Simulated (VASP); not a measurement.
# Ag (P-1) in VASP: single point with PBEsol

Aim: the single point of Ag with PBEsol.

Everything below comes from runs of VASP 6.6.1. Logs are shortened: lines on timing, memory, paths and dates and some standing lists are left out, and cuts for length are marked.

### 1 The cell of the first run

The typed cell holds 2 atoms: a = 3.225 Å, b = 3.225 Å, c = 3.225 Å, α = 90.00°, β = 90.00°, γ = 90.00°.

### 2 Single point, PBEsol (atoms moved at random)

File INCAR:

```
PREC     = Accurate       # precision mode
ENCUT    = 630            # plane-wave cutoff, eV
EDIFF    = 1E-6           # SCF threshold, eV
ISMEAR   = 0              # smearing method
SIGMA    = 0.15           # smearing width, eV
LREAL    = False          # projectors in reciprocal space
LASPH    = True           # aspherical terms in the spheres
NELM     = 120            # most SCF steps
ALGO     = Normal         # electronic algorithm
ISIF     = 2              # what is computed and relaxed
LWAVE    = False          # write WAVECAR
LCHARG   = False          # write CHGCAR
GGA      = PS             # functional
NBANDS   = 26             # bands
GGA_COMPAT= False
```

File KPOINTS:

```
regular mesh
0
Gamma
  10 10 10
```

File POSCAR:

```
Ag
1.0
    0.0000000000     -3.2251146571      0.0000000000
   -3.2251146571      0.0000000000      0.0000000000
    0.0000000000      0.0000000000     -3.2251146571
Ag
2
Direct
    0.4173050382      0.7015473585      0.4735927836
    0.0826949618     -0.2015473585      0.0264072164
```

Potentials or basis: VASP PAW PBE potentials, release 64 (Ag_sv_GW).

On the command line:

```sh
cat potpaw_PBE.64/Ag_sv_GW/POTCAR > POTCAR
mpirun -np 1 vasp_std > vasp.out
```

OUTCAR:

```text
PREC = Accurate
   ENCUT = 630
   EDIFF = 1E-6
   ISMEAR = 0
   LREAL = False
   LASPH = True
   NELM = 120
   ISIF = 2
   GGA = PS

 ion  position               nearest neighbor table
   1  0.417  0.702  0.474-   2 1.83   2 2.11   2 2.60
   2  0.083  0.798  0.026-   1 1.83   1 2.11   1 2.60

  LATTYP: Found a simple cubic cell.
 ALAT       =     3.2251146571

  Lattice vectors:

 A1 = (   0.0000000000,  -3.2251146571,   0.0000000000)
 A2 = (  -3.2251146571,   0.0000000000,   0.0000000000)
 A3 = (   0.0000000000,   0.0000000000,  -3.2251146571)

Analysis of symmetry for initial positions (statically):
=====================================================================
 Subroutine PRICEL returns:
 Original cell was already a primitive cell.

 Routine SETGRP: Setting up the symmetry group for a
 simple cubic supercell.

 Subroutine GETGRP returns: Found  2 space group operations
 (whereof  1 operations were pure point group operations)
 out of a pool of 48 trial point group operations.

The static configuration has the point symmetry C_1 .
 The point group associated with its full space group is S_2 .

Analysis of symmetry for dynamics (positions and initial velocities):
=====================================================================
 Subroutine PRICEL returns:
 Original cell was already a primitive cell.

 Routine SETGRP: Setting up the symmetry group for a
 simple cubic supercell.

 Subroutine GETGRP returns: Found  2 space group operations
 (whereof  1 operations were pure point group operations)
 out of a pool of 48 trial point group operations.

The dynamic configuration has the point symmetry C_1 .
 The point group associated with its full space group is S_2 .

 Subroutine INISYM returns: Found  2 space group operations
 (whereof  1 operations are pure point group operations),
 and found     1 'primitive' translations

----------------------------------------------------------------------------------------

                                     Primitive cell

  volume of cell :      33.5456

  direct lattice vectors                    reciprocal lattice vectors
     0.000000000 -3.225114657  0.000000000     0.000000000 -0.310066496  0.000000000
    -3.225114657  0.000000000  0.000000000    -0.310066496  0.000000000  0.000000000
     0.000000000  0.000000000 -3.225114657     0.000000000  0.000000000 -0.310066496

  length of vectors
     3.225114657  3.225114657  3.225114657     0.310066496  0.310066496  0.310066496

  position of ions in fractional coordinates (direct lattice)
     0.417305038  0.701547359  0.473592784
     0.082694962  0.798452641  0.026407216

  ion indices of the primitive-cell ions
   primitive index   ion index
                 1           1
                 2           2

----------------------------------------------------------------------------------------

 KPOINTS: regular mesh

Automatic generation of k-mesh.
 Grid dimensions read from file:
 generate k-points for:   10   10   10

 Generating k-lattice:

  Cartesian coordinates                     Fractional coordinates (reciprocal lattice)
     0.000000000 -0.031006650  0.000000000     0.100000000  0.000000000  0.000000000
    -0.031006650  0.000000000  0.000000000     0.000000000  0.100000000  0.000000000
     0.000000000  0.000000000 -0.031006650     0.000000000  0.000000000  0.100000000

  Length of vectors
     0.031006650  0.031006650  0.031006650

  Shift w.r.t. Gamma in fractional coordinates (k-lattice)
     0.000000000  0.000000000  0.000000000

 Subroutine IBZKPT returns following result:
 ===========================================

 Found    504 irreducible k-points:

 Following reciprocal coordinates:
            Coordinates               Weight
  0.000000  0.000000  0.000000      1.000000
  0.100000  0.000000  0.000000      2.000000
  0.000000  0.100000  0.000000      2.000000
  0.000000  0.000000  0.100000      2.000000
  0.200000  0.000000  0.000000      2.000000
  0.000000  0.200000  0.000000      2.000000
[... 16 lines left out ...]
  0.200000  0.100000  0.000000      2.000000
  0.000000  0.200000  0.100000      2.000000
 [... further k-points ...]
   k-points           NKPTS =    504   k-points in BZ     NKDIM =    504   number of bands    NBANDS=     26
   number of dos      NEDOS =    301   number of ions     NIONS =      2
   total plane-waves  NPLWV =  21952
   dimension x,y,z NGX =    28 NGY =   28 NGZ =   28
   dimension x,y,z NGXF=    56 NGYF=   56 NGZF=   56
   ions per type =               2
   NGX,Y,Z   is equivalent  to a cutoff of  14.43, 14.43, 14.43 a.u.
   NGXF,Y,Z  is equivalent  to a cutoff of  28.87, 28.87, 28.87 a.u.
 SYSTEM =  unknown system
   PREC   = accura    normal or accurate (medium, high low for compatibility)
   ISTART =      0    job   : 0-new  1-cont  2-samecut
   ICHARG =      2    charge: 1-file 2-atom 10-const
   ISPIN  =      1    spin polarized calculation?
   LNONCOLLINEAR =      F non collinear calculations
   LSORBIT =      F    spin-orbit coupling
   LASPH  =      T    aspherical Exc in radial PAW
   ENCUT  =  630.0 eV  46.30 Ry    6.80 a.u.   6.60  6.60  6.60*2*pi/ulx,y,z
   NELM   =    120;   NELMIN=  2; NELMDL= -5     # of ELM steps
   EDIFF  = 0.1E-05   stopping-criterion for ELM
   LREAL  =      F    real-space projection
[... 7 lines left out ...]
   TEBEG  =    0.0;   TEEND  =   0.0 temperature during run
   PSTRESS=    0.0 pullay stress
   NELECT =      38.0000    total number of electrons
   NUPDOWN=      -1.0000    fix difference up-down
   EMIN   =  10.00;   EMAX   =-10.00  energy-range for DOS
   EFERMI =   0.00;   METHOD = LEGACY
   ISMEAR =     0;   SIGMA  =   0.15  broadening in eV -4-tet -1-fermi 0-gaus
   EFERMI_NEDOS =   21; number of points for ismear=-14 and -15
   IALGO  =     38    algorithm
   IMIX   =      4    mixing-type and parameters
     AMIX     =   0.40;   BMIX     =  1.00
     AMIX_MAG =   1.60;   BMIX_MAG =  1.00
  volume/ion in A,a.u.               =      16.77       113.19
  Fermi-wavevector in a.u.,A,eV,Ry     =   1.706570  3.224950 39.625369  2.912382
  Thomas-Fermi vector in A             =   2.785582
   LORBIT       =      0    0 simple, 1 ext, 2 COOP (PROOUT), +10 PAW based schemes
   GGA     = PS    functional components
   LHFCALC =     F    Hartree Fock is set to
   AEXX    =    0.0000 exact exchange contribution
   IVDW    =     0    specifies the selected vdW correction
   LEPSILON=     F    determine dielectric tensor
   LRPA    =     F    only Hartree local field effects (RPA)
 non-spin polarized calculation
 Gauss-broadening in eV      SIGMA  =   0.15
  energy-cutoff  :      630.00
  volume of cell :       33.55
 maximum number of plane-waves:      1228
 NGX is ok and might be reduce to    28
   NGX = 13   NGY = 13   NGZ = 13

 number of electron      37.9999987 magnetization

 Free energy of the ion-electron system (eV)
  ---------------------------------------------------
  ext. energy  EPLUGINS =         0.00000000
  ---------------------------------------------------
  free energy    TOTEN  =         7.49031897 eV

  energy without entropy =        7.49653160  energy(sigma->0) =        7.49342529

 E-fermi :   7.5097     XC(G=0): -12.4673

 val. band max:        7.4898070842   @ k =   0.4000  -0.1000   0.5000
 cond. band min:       7.5136210498   @ k =   0.0000   0.4000   0.5000
 fundamental gap:      0.0238139656
 Fermi energy:         7.5096694107

 k-point     1 :       0.0000    0.0000    0.0000
  band No.  band energies     occupation
      1     -85.7776      2.00000
      2     -84.8852      2.00000
      3     -51.0261      2.00000
      4     -49.1153      2.00000
      5     -48.8529      2.00000
      6     -48.5909      2.00000
[... 18 lines left out ...]
     25      20.3055      0.00000
     26      25.9942      0.00000

 k-point     2 :       0.1000    0.0000    0.0000
  band No.  band energies     occupation
      1     -85.7760      2.00000
      2     -84.8867      2.00000
      3     -51.0236      2.00000
      4     -49.1086      2.00000
      5     -48.8525      2.00000
      6     -48.6020      2.00000
[... 18 lines left out ...]
     25      21.1021      0.00000
     26      25.9928      0.00000

 k-point     3 :       0.0000    0.1000    0.0000
  band No.  band energies     occupation
      1     -85.7774      2.00000
      2     -84.8851      2.00000
      3     -51.0259      2.00000
      4     -49.1151      2.00000
      5     -48.8555      2.00000
      6     -48.5909      2.00000
[... 18 lines left out ...]
     25      21.7001      0.00000
     26      25.5904      0.00000

 k-point     4 :       0.0000    0.0000    0.1000
  band No.  band energies     occupation
      1     -85.7649      2.00000
      2     -84.8987      2.00000
      3     -51.0175      2.00000
      4     -49.1650      2.00000
      5     -48.8438      2.00000
      6     -48.5472      2.00000
[... 18 lines left out ...]
     25      21.6461      0.00000
     26      25.9173      0.00000

 k-point     5 :       0.2000    0.0000    0.0000
  band No.  band energies     occupation
      1     -85.7718      2.00000
      2     -84.8906      2.00000
      3     -51.0173      2.00000
      4     -49.0894      2.00000
      5     -48.8528      2.00000
      6     -48.6313      2.00000
[... 18 lines left out ...]
     25      23.9067      0.00000
     26      25.4170      0.00000

 k-point     6 :       0.0000    0.2000    0.0000
  band No.  band energies     occupation
      1     -85.7771      2.00000
      2     -84.8849      2.00000
      3     -51.0254      2.00000
      4     -49.1148      2.00000
      5     -48.8622      2.00000
      6     -48.5909      2.00000
[... 427 lines left out ...]
 k-point    21 :      -0.1000    0.0000    0.1000
  band No.  band energies     occupation
      1     -85.7636      2.00000
      2     -84.8999      2.00000
      3     -51.0229      2.00000
      4     -49.1342      2.00000
      5     -48.8440      2.00000
      6     -48.5841      2.00000
[... 18 lines left out ...]
     25      21.7267      0.00000
     26      25.6111      0.00000

 k-point    22 :       0.0000   -0.1000    0.1000
  band No.  band energies     occupation
      1     -85.7648      2.00000
      2     -84.8986      2.00000
      3     -51.0173      2.00000
      4     -49.1650      2.00000
      5     -48.8465      2.00000
      6     -48.5472      2.00000
[... 18 lines left out ...]
     25      21.8751      0.00000
     26      24.9829      0.00000

 k-point    23 :       0.2000    0.1000    0.0000
  band No.  band energies     occupation
      1     -85.7717      2.00000
      2     -84.8906      2.00000
      3     -51.0171      2.00000
      4     -49.0894      2.00000
      5     -48.8552      2.00000
      6     -48.6312      2.00000
[... 18 lines left out ...]
     25      23.9924      0.00000
     26      24.6263      0.00000

 k-point    24 :       0.0000    0.2000    0.1000
  band No.  band energies     occupation
      1     -85.7645      2.00000
      2     -84.8984      2.00000
      3     -51.0170      2.00000
      4     -49.1646      2.00000
      5     -48.8528      2.00000
      6     -48.5473      2.00000
[... 18 lines left out ...]
     25      23.8731      0.00000
     26      24.8639      0.00000

 [... further k-points ...]

------------------------ aborting loop because EDIFF is reached ----------------------------------------

  FORCE on cell =-STRESS in cart. coord.  units (eV):
  Direction    XX          YY          ZZ          XY          YZ          ZX
  --------------------------------------------------------------------------------------
  -------------------------------------------------------------------------------------
  Total        1.2574113     27.5021456     53.6361708     -7.3968401     17.8917795     -5.5573268
  in kB       60.0554536   1313.5351007   2561.7271488   -353.2818603    854.5326148   -265.4245212
  external PRESSURE =    1311.7725677 kB  Pullay stress =       0.0000000 kB

 VOLUME and BASIS-vectors are now :
 -----------------------------------------------------------------------------
  energy-cutoff  :      630.00
  volume of cell :       33.55
      direct lattice vectors                 reciprocal lattice vectors
     0.000000000 -3.225114657  0.000000000     0.000000000 -0.310066496  0.000000000
    -3.225114657  0.000000000  0.000000000    -0.310066496  0.000000000  0.000000000
     0.000000000  0.000000000 -3.225114657     0.000000000  0.000000000 -0.310066496

 POSITION                                       TOTAL-FORCE (eV/Angst)
 -----------------------------------------------------------------------------------
     -2.26257     -1.34586     -1.52739         7.316571    -23.611366    -17.707273
     -2.57510     -0.26670     -0.08517        -7.316571     23.611366     17.707273
 -----------------------------------------------------------------------------------
    total drift:                               -0.000000     -0.000000      0.000000

  FREE ENERGIE OF THE ION-ELECTRON SYSTEM (eV)
  ---------------------------------------------------
  free  energy   TOTEN  =         7.4903189733 eV

  energy  without entropy=        7.4965316002  energy(sigma->0) =        7.49342529
```

Wall time 7 min (1 thread of Intel Xeon Platinum 8259CL at 2.50GHz (Skylake/Cascade Lake), shared host); peak memory 0.62 GiB.

What came out:

| Quantity | Value |
| --- | --- |
| Free energy | 7.4903 eV |
| Pressure | 131.2 GPa |
| Largest force | 30.407 eV/Å |
| Band gap on the k mesh | zero (bands 19 and 20 overlap by 3.95 eV) |

Forces in eV/Å, atoms in the order of the input:
```
Ag    7.317 -23.611 -17.707
Ag   -7.317  23.611  17.707
```

Levels at points of the mesh, in eV from the Fermi level:
```
           k point  band 16  band 17  band 18  band 19  band 20  band 21  band 22  band 23
(0.00, 0.00, 0.00)    -3.83    -2.63    -2.48    -1.06     7.41     7.54     8.99    11.47
(0.50, 0.00, 0.00)    -3.58    -3.16    -2.82    -2.56    -0.65    10.90    10.96    13.08
(0.00, 0.50, 0.00)    -2.89    -2.48    -2.33    -2.02    -1.04    10.68    11.52    11.77
(0.00, 0.00, 0.50)    -3.85    -3.27    -2.64    -1.46    -0.98    10.86    11.39    11.95
(0.50, 0.50, 0.00)    -3.19    -2.77    -2.76     0.15     1.79     1.89     4.83    13.91
(0.00, 0.50, 0.50)    -3.29    -2.38    -1.84     0.52     1.28     2.77     3.99    14.02
(0.50, 0.00, 0.50)    -3.20    -3.14    -2.59    -0.09     0.31     4.48     4.70    13.94
(0.50, 0.50, 0.50)    -3.16    -2.32    -2.23     2.77     3.23     4.60     5.33     7.61
```

Caveat: the cell differs from its parent crystal (atoms moved at random); atoms lie so close that the PAW spheres overlap strongly, which falsifies energies and pressures; the stress differs along the axes, from 6 to 256 GPa; the PAW data sets were made with another functional, which shifts forces and pressure a little.

The gap in the log of VASP goes by the Fermi energy; the results here count the filled bands.